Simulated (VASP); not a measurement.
Set up this calculation in VASP 6.6.1, as the native input.

| Item | Value |
| --- | --- |
| Task | single point |
| Functional | PBE |
| Potentials or basis | VASP PAW PBE potentials, release 64 (Rb_sv) |
| Cutoff | 520 eV |
| k mesh | 12 × 12 × 12 |
| Occupations | gaussian, width 0.15 eV |
| Spin | no spin polarisation |
| Dipole correction | no |
| Further INCAR settings | ALGO = Fast; EDIFF = 1e-06; NBANDS = 10 |

The structure of Rb lies in POSCAR:

```
Rb
1.0
   -2.9182400000      2.9182400000      2.8060000000
    2.9182400000     -2.9182400000      2.8060000000
    2.9182400000      2.9182400000     -2.8060000000
Rb
1
Direct
    0.0000000000      0.0000000000      0.0000000000
```

This cell differs from its parent crystal: strain +0.040 along x and y, +0.000 along z.

One way to write it, as run:

INCAR

```
SYSTEM = Rb
ALGO = Fast
EDIFF = 1E-6
ENCUT = 520
GGA = PE
ISIF = 2
ISMEAR = 0
LASPH = .True.
LCHARG = .False.
LREAL = .False.
LWAVE = .False.
NBANDS = 10
NELM = 60
PREC = Accurate
SIGMA = 0.15
```

KPOINTS

```
k-points
0
Gamma
  12 12 12
  0 0 0
```

Potentials or basis: VASP PAW PBE potentials, release 64 (Rb_sv).

Command:

```console
$ cat potpaw_PBE.64/Rb_sv/POTCAR > POTCAR
$ mpirun -np 1 vasp_std > vasp.out
```

It gave:

| Item | Value |
| --- | --- |
| Pressure | -0.1 GPa |
| Band gap on the k mesh | zero (an odd number of electrons rules out a gap without spin polarisation) |

Caveat: the cell differs from its parent crystal (strain +0.040 along x and y, +0.000 along z).

It took 2.2 min on 1 thread of Intel(R) Xeon(R) Platinum 8488C (Sapphire Rapids), on a shared host, peak memory 0.33 GiB.
